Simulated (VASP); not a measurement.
# CuI (F-43m) in VASP: single point with LDA

Aim: the single point of CuI with LDA.

Everything below comes from runs of VASP 6.6.1. Logs are shortened: lines on timing, memory, paths and dates and some standing lists are left out, and cuts for length are marked.

## 1. The cell of the first run

The structure is cubic, space group F-43m (No. 216). The conventional cell has a = 5.862 Å, b = 5.862 Å, c = 5.862 Å, α = 90.00°, β = 90.00°, γ = 90.00°. Cu (site symmetry -43m) has 4 I at 2.54 Å within 3.3 Å. I (site symmetry -43m) has 4 Cu at 2.54 Å within 3.3 Å.

## 2. Single point, LDA

Contents of INCAR:

```
ALGO = Normal
EDIFF = 1E-6
ENCUT = 600
GGA = CA
GGA_COMPAT = False
ISIF = 2
ISMEAR = 0
LASPH = True
LCHARG = False
LREAL = False
LWAVE = False
NBANDS = 16
NELM = 120
PREC = Accurate
SIGMA = 0.02
```

Contents of KPOINTS:

```
k-points
0
Gamma
  8 8 8
```

Contents of POSCAR:

```
CuI
1.0
    0.0000000000      2.9308021791      2.9308021791
    2.9308021791      0.0000000000      2.9308021791
    2.9308021791      2.9308021791      0.0000000000
Cu I
1 1
Direct
    0.0000000000      0.0000000000      0.0000000000
    0.2500000000      0.2500000000      0.2500000000
```

Potentials or basis: VASP PAW LDA potentials, release 64 (Cu, I).

Launch:

```bash
> cat potpaw_LDA.64/Cu/POTCAR potpaw_LDA.64/I/POTCAR > POTCAR
> mpirun -np 1 vasp_std > vasp.out
```

OUTCAR:

```text
EDIFF = 1E-6
   ENCUT = 600
   GGA = CA
   ISIF = 2
   ISMEAR = 0
   LASPH = True
   LREAL = False
   NELM = 120
   PREC = Accurate

 ion  position               nearest neighbor table
   1  0.000  0.000  0.000-   2 2.54   2 2.54   2 2.54   2 2.54
   2  0.250  0.250  0.250-   1 2.54   1 2.54   1 2.54   1 2.54

  LATTYP: Found a face centered cubic cell.
 ALAT       =     5.8616043582

  Lattice vectors:

 A1 = (   0.0000000000,   2.9308021791,   2.9308021791)
 A2 = (   2.9308021791,   0.0000000000,   2.9308021791)
 A3 = (   2.9308021791,   2.9308021791,   0.0000000000)

Analysis of symmetry for initial positions (statically):
=====================================================================
 Subroutine PRICEL returns:
 Original cell was already a primitive cell.

 Routine SETGRP: Setting up the symmetry group for a
 face centered cubic supercell.

 Subroutine GETGRP returns: Found 24 space group operations
 (whereof 24 operations were pure point group operations)
 out of a pool of 48 trial point group operations.

The static configuration has the point symmetry T_d .

Analysis of symmetry for dynamics (positions and initial velocities):
=====================================================================
 Subroutine PRICEL returns:
 Original cell was already a primitive cell.

 Routine SETGRP: Setting up the symmetry group for a
 face centered cubic supercell.

 Subroutine GETGRP returns: Found 24 space group operations
 (whereof 24 operations were pure point group operations)
 out of a pool of 48 trial point group operations.

The dynamic configuration has the point symmetry T_d .

 Subroutine INISYM returns: Found 24 space group operations
 (whereof 24 operations are pure point group operations),
 and found     1 'primitive' translations

----------------------------------------------------------------------------------------

                                     Primitive cell

  volume of cell :      50.3488

  direct lattice vectors                    reciprocal lattice vectors
     0.000000000  2.930802179  2.930802179    -0.170601757  0.170601757  0.170601757
     2.930802179  0.000000000  2.930802179     0.170601757 -0.170601757  0.170601757
     2.930802179  2.930802179  0.000000000     0.170601757  0.170601757 -0.170601757

  length of vectors
     4.144780190  4.144780190  4.144780190     0.295490910  0.295490910  0.295490910

  position of ions in fractional coordinates (direct lattice)
     0.000000000  0.000000000  0.000000000
     0.250000000  0.250000000  0.250000000

  ion indices of the primitive-cell ions
   primitive index   ion index
                 1           1
                 2           2

----------------------------------------------------------------------------------------

 KPOINTS: k-points

Automatic generation of k-mesh.
 Grid dimensions read from file:
 generate k-points for:    8    8    8

 Generating k-lattice:

  Cartesian coordinates                     Fractional coordinates (reciprocal lattice)
    -0.021325220  0.021325220  0.021325220     0.125000000  0.000000000  0.000000000
     0.021325220 -0.021325220  0.021325220     0.000000000  0.125000000  0.000000000
     0.021325220  0.021325220 -0.021325220     0.000000000  0.000000000  0.125000000

  Length of vectors
     0.036936364  0.036936364  0.036936364

  Shift w.r.t. Gamma in fractional coordinates (k-lattice)
     0.000000000  0.000000000  0.000000000

 Subroutine IBZKPT returns following result:
 ===========================================

 Found     29 irreducible k-points:

 Following reciprocal coordinates:
            Coordinates               Weight
  0.000000  0.000000  0.000000      1.000000
  0.125000  0.000000  0.000000      8.000000
  0.250000  0.000000  0.000000      8.000000
  0.375000  0.000000  0.000000      8.000000
  0.500000  0.000000  0.000000      4.000000
  0.125000  0.125000  0.000000      6.000000
[... 16 lines left out ...]
  0.500000  0.250000  0.125000     48.000000
 -0.375000  0.250000  0.125000     24.000000
 [... further k-points ...]
   k-points           NKPTS =     29   k-points in BZ     NKDIM =     29   number of bands    NBANDS=     16
   number of dos      NEDOS =    301   number of ions     NIONS =      2
   total plane-waves  NPLWV =  46656
   dimension x,y,z NGX =    36 NGY =   36 NGZ =   36
   dimension x,y,z NGXF=    72 NGYF=   72 NGZF=   72
   ions per type =               1   1
   NGX,Y,Z   is equivalent  to a cutoff of  14.44, 14.44, 14.44 a.u.
   NGXF,Y,Z  is equivalent  to a cutoff of  28.88, 28.88, 28.88 a.u.
 SYSTEM =  unknown system
   PREC   = accura    normal or accurate (medium, high low for compatibility)
   ISTART =      0    job   : 0-new  1-cont  2-samecut
   ICHARG =      2    charge: 1-file 2-atom 10-const
   ISPIN  =      1    spin polarized calculation?
   LNONCOLLINEAR =      F non collinear calculations
   LSORBIT =      F    spin-orbit coupling
   LASPH  =      T    aspherical Exc in radial PAW
   ENCUT  =  600.0 eV  44.10 Ry    6.64 a.u.   8.28  8.28  8.28*2*pi/ulx,y,z
   NELM   =    120;   NELMIN=  2; NELMDL= -5     # of ELM steps
   EDIFF  = 0.1E-05   stopping-criterion for ELM
   LREAL  =      F    real-space projection
   EDIFFG = 0.1E-04   stopping-criterion for IOM
   NSW    =      0    number of steps for IOM
   IBRION =     -1    ionic relax: 0-MD 1-quasi-New 2-CG
   NFREE  =      0    steps in history (QN), initial steepest desc. (CG)
   ISIF   =      2    stress and relaxation
   ISYM   =      2    0-nonsym 1-usesym 2-fastsym
   POTIM  = 0.5000    time-step for ionic-motion
   TEBEG  =    0.0;   TEEND  =   0.0 temperature during run
   PSTRESS=    0.0 pullay stress
   NELECT =      18.0000    total number of electrons
   NUPDOWN=      -1.0000    fix difference up-down
   EMIN   =  10.00;   EMAX   =-10.00  energy-range for DOS
   EFERMI =   0.00;   METHOD = LEGACY
   ISMEAR =     0;   SIGMA  =   0.02  broadening in eV -4-tet -1-fermi 0-gaus
   EFERMI_NEDOS =   21; number of points for ismear=-14 and -15
   IALGO  =     38    algorithm
   IMIX   =      4    mixing-type and parameters
     AMIX     =   0.40;   BMIX     =  1.00
     AMIX_MAG =   1.60;   BMIX_MAG =  1.00
  volume/ion in A,a.u.               =      25.17       169.89
  Fermi-wavevector in a.u.,A,eV,Ry     =   1.161901  2.195675 18.368058  1.350014
  Thomas-Fermi vector in A             =   2.298468
   LORBIT       =      0    0 simple, 1 ext, 2 COOP (PROOUT), +10 PAW based schemes
   GGA     = CA    functional components
   LHFCALC =     F    Hartree Fock is set to
   AEXX    =    0.0000 exact exchange contribution
   IVDW    =     0    specifies the selected vdW correction
   LEPSILON=     F    determine dielectric tensor
   LRPA    =     F    only Hartree local field effects (RPA)
 non-spin polarized calculation
 Gauss-broadening in eV      SIGMA  =   0.02
  energy-cutoff  :      600.00
  volume of cell :       50.35
 maximum number of plane-waves:      1705
 NGX is ok and might be reduce to    36
   NGX = 17   NGY = 17   NGZ = 17

 number of electron      18.0000004 magnetization

 Free energy of the ion-electron system (eV)
  ---------------------------------------------------
  ext. energy  EPLUGINS =         0.00000000
  ---------------------------------------------------
  free energy    TOTEN  =        -6.99633501 eV

  energy without entropy =       -6.99633501  energy(sigma->0) =       -6.99633501

 E-fermi :   5.4879     XC(G=0):  -9.7661

 val. band max:        5.3439250129   @ k =   0.0000   0.0000   0.0000
 cond. band min:       6.6302327429   @ k =   0.0000   0.0000   0.0000
 fundamental gap:      1.2863077300
 Fermi energy:         5.4878709177

 k-point     1 :       0.0000    0.0000    0.0000
  band No.  band energies     occupation
      1      -9.2195      2.00000
      2       1.2103      2.00000
      3       1.2103      2.00000
      4       1.2103      2.00000
      5       2.9625      2.00000
      6       2.9625      2.00000
[... 8 lines left out ...]
     15      15.2038      0.00000
     16      15.2038      0.00000

 k-point     2 :       0.1250    0.0000    0.0000
  band No.  band energies     occupation
      1      -9.1279      2.00000
      2       0.9177      2.00000
      3       1.2220      2.00000
      4       1.2220      2.00000
      5       2.9545      2.00000
      6       2.9545      2.00000
[... 8 lines left out ...]
     15      14.3746      0.00000
     16      14.3746      0.00000

 k-point     3 :       0.2500    0.0000    0.0000
  band No.  band energies     occupation
      1      -8.8904      2.00000
      2       0.1864      2.00000
      3       1.2462      2.00000
      4       1.2462      2.00000
      5       2.9498      2.00000
      6       2.9498      2.00000
[... 8 lines left out ...]
     15      14.1578      0.00000
     16      14.1578      0.00000

 k-point     4 :       0.3750    0.0000    0.0000
  band No.  band energies     occupation
      1      -8.6240      2.00000
      2      -0.5615      2.00000
      3       1.2636      2.00000
      4       1.2636      2.00000
      5       2.9725      2.00000
      6       2.9725      2.00000
[... 8 lines left out ...]
     15      15.1802      0.00000
     16      15.1802      0.00000

 k-point     5 :       0.5000    0.0000    0.0000
  band No.  band energies     occupation
      1      -8.5029      2.00000
      2      -0.8747      2.00000
      3       1.2685      2.00000
      4       1.2685      2.00000
      5       2.9932      2.00000
      6       2.9932      2.00000
[... 8 lines left out ...]
     15      16.5485      0.00000
     16      16.5485      0.00000

 k-point     6 :       0.1250    0.1250    0.0000
  band No.  band energies     occupation
      1      -9.0973      2.00000
      2       0.8792      2.00000
      3       1.2039      2.00000
      4       1.2039      2.00000
      5       2.9237      2.00000
      6       2.9768      2.00000
[... 8 lines left out ...]
     15      14.7710      0.00000
     16      15.3650      0.00000

 k-point     7 :       0.2500    0.1250    0.0000
  band No.  band energies     occupation
      1      -8.9077      2.00000
      2       0.3618      2.00000
      3       1.1973      2.00000
      4       1.2101      2.00000
      5       2.8961      2.00000
      6       2.9867      2.00000
[... 8 lines left out ...]
     15      15.1489      0.00000
     16      15.4835      0.00000

 k-point     8 :       0.3750    0.1250    0.0000
  band No.  band energies     occupation
      1      -8.6468      2.00000
      2      -0.3140      2.00000
      3       1.1401      2.00000
      4       1.2320      2.00000
      5       2.9121      2.00000
      6       2.9998      2.00000
[... 8 lines left out ...]
     15      15.1960      0.00000
     16      15.8353      0.00000

 k-point     9 :       0.5000    0.1250    0.0000
  band No.  band energies     occupation
      1      -8.4704      2.00000
      2      -0.7356      2.00000
      3       1.0571      2.00000
      4       1.2588      2.00000
      5       2.9431      2.00000
      6       2.9966      2.00000
[... 8 lines left out ...]
     15      16.0893      0.00000
     16      16.5765      0.00000
[... 172 lines left out ...]
 k-point    19 :       0.5000    0.3750    0.0000
  band No.  band energies     occupation
      1      -8.2970      2.00000
      2      -0.6896      2.00000
      3       0.9644      2.00000
      4       1.2100      2.00000
      5       2.8592      2.00000
      6       3.0367      2.00000
[... 8 lines left out ...]
     15      16.9928      0.00000
     16      18.1144      0.00000

 k-point    20 :      -0.3750    0.3750    0.0000
  band No.  band energies     occupation
      1      -8.2750      2.00000
      2      -0.4818      2.00000
      3       0.4335      2.00000
      4       1.2420      2.00000
      5       2.8013      2.00000
      6       2.9883      2.00000
[... 8 lines left out ...]
     15      15.5790      0.00000
     16      19.2537      0.00000

 k-point    21 :       0.5000    0.5000    0.0000
  band No.  band energies     occupation
      1      -8.2570      2.00000
      2      -0.8447      2.00000
      3       1.1995      2.00000
      4       1.1995      2.00000
      5       2.9132      2.00000
      6       3.0463      2.00000
[... 8 lines left out ...]
     15      17.0203      0.00000
     16      17.7971      0.00000

 k-point    22 :       0.3750    0.2500    0.1250
  band No.  band energies     occupation
      1      -8.7042      2.00000
      2      -0.0248      2.00000
      3       1.0215      2.00000
      4       1.2491      2.00000
      5       2.8765      2.00000
      6       3.0040      2.00000
[... 8 lines left out ...]
     15      15.8968      0.00000
     16      16.8686      0.00000

 k-point    23 :       0.5000    0.2500    0.1250
  band No.  band energies     occupation
      1      -8.4811      2.00000
      2      -0.4007      2.00000
      3       0.7805      2.00000
      4       1.2497      2.00000
      5       2.9047      2.00000
      6       2.9784      2.00000
[... 8 lines left out ...]
     15      16.1961      0.00000
     16      17.0303      0.00000

 k-point    24 :      -0.3750    0.2500    0.1250
  band No.  band energies     occupation
      1      -8.3816      2.00000
      2      -0.5668      2.00000
      3       0.6713      2.00000
      4       1.2426      2.00000
      5       2.8823      2.00000
      6       2.9734      2.00000
[... 8 lines left out ...]
     15      16.2250      0.00000
     16      16.9617      0.00000

 [... further k-points ...]

------------------------ aborting loop because EDIFF is reached ----------------------------------------

  FORCE on cell =-STRESS in cart. coord.  units (eV):
  Direction    XX          YY          ZZ          XY          YZ          ZX
  --------------------------------------------------------------------------------------
  -------------------------------------------------------------------------------------
  Total        0.0771854      0.0771854      0.0771854      0.0000000      0.0000000     -0.0000000
  in kB        2.4561573      2.4561573      2.4561573      0.0000000      0.0000000     -0.0000000
  external PRESSURE =       2.4561573 kB  Pullay stress =       0.0000000 kB

 VOLUME and BASIS-vectors are now :
 -----------------------------------------------------------------------------
  energy-cutoff  :      600.00
  volume of cell :       50.35
      direct lattice vectors                 reciprocal lattice vectors
     0.000000000  2.930802179  2.930802179    -0.170601757  0.170601757  0.170601757
     2.930802179  0.000000000  2.930802179     0.170601757 -0.170601757  0.170601757
     2.930802179  2.930802179  0.000000000     0.170601757  0.170601757 -0.170601757

 POSITION                                       TOTAL-FORCE (eV/Angst)
 -----------------------------------------------------------------------------------
      0.00000      0.00000      0.00000         0.000000     -0.000000     -0.000000
      1.46540      1.46540      1.46540        -0.000000      0.000000      0.000000
 -----------------------------------------------------------------------------------
    total drift:                                0.000000      0.000000     -0.000000

  FREE ENERGIE OF THE ION-ELECTRON SYSTEM (eV)
  ---------------------------------------------------
  free  energy   TOTEN  =        -6.9963350090 eV

  energy  without entropy=       -6.9963350090  energy(sigma->0) =       -6.99633501
```

It took 36 s on 1 thread of AMD EPYC 7R43 (Zen 3), shared host; peak memory 0.15 GiB.

Results:

```yaml
Free_energy: -6.9963 eV
Pressure: 0.2 GPa
Band_gap_on_the_k_mesh: 1.29 eV
```

Levels at points of the mesh, in eV from the valence-band top:
```
           k point  band 5  band 6  band 7  band 8  band 9  band 10  band 11  band 12  band 13  band 14
(0.00, 0.00, 0.00)   -2.38   -2.38    0.00    0.00    0.00     1.29     4.75     4.75     4.75     8.12
(0.50, 0.00, 0.00)   -2.35   -2.35   -2.30   -0.90   -0.90     2.15     5.32     5.32     7.37     9.44
(0.50, 0.50, 0.00)   -2.43   -2.30   -2.28   -1.93   -1.93     2.41     2.77     9.78    10.24    10.24
```

Caveat: spin-orbit coupling is left out, which moves the levels of the heavy elements.
